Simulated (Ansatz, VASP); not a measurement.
## One calculation of NaCuH2, two programs

```xyz
4
Lattice="2.8616 0.0000 0.0000 -1.4308 2.4782 0.0000 0.0000 0.0000 5.6265" Properties=species:S:1:pos:R:3 pbc="T T T"
Na    0.0000    0.0000    2.8133
Cu    0.0000    0.0000    0.0000
H     0.0000    1.6521    1.1853
H     0.0000    1.6521    4.4413
```

Alike in both runs: functional PBE; k mesh 18 × 18 × 8; occupations gaussian, width 0.1 eV; no spin polarisation.

Ansatz relaxed the structure, and its values are those at the end. VASP's run is a single point on that final structure, the one shown.

|  | VASP | Ansatz |
| --- | --- | --- |
| version | VASP 6.6.1 | Ansatz 0.2.0 |
| potentials or method | VASP PAW PBE potentials, release 64 (Na_pv, Cu, H), cutoff 520 eV | scalar-relativistic, plane waves, PAW |
| valence electrons in the cell | 20 | 30 |

VASP gave:

* gap on the k mesh at the Fermi level (eV): none
* pressure (GPa): 0.2

**Question.** Which values does Ansatz return?

**Answer.** gap on the k mesh at the Fermi level (eV): none; pressure (GPa): 0.0.

A gap of «none» marks a metal or a gap that the smearing closes. With one functional, cell and mesh, what is left measures potentials, basis and numerics. VASP's potentials hold 20 valence electrons a cell and Ansatz's 30, so a difference there can come from the potentials and not from the codes.
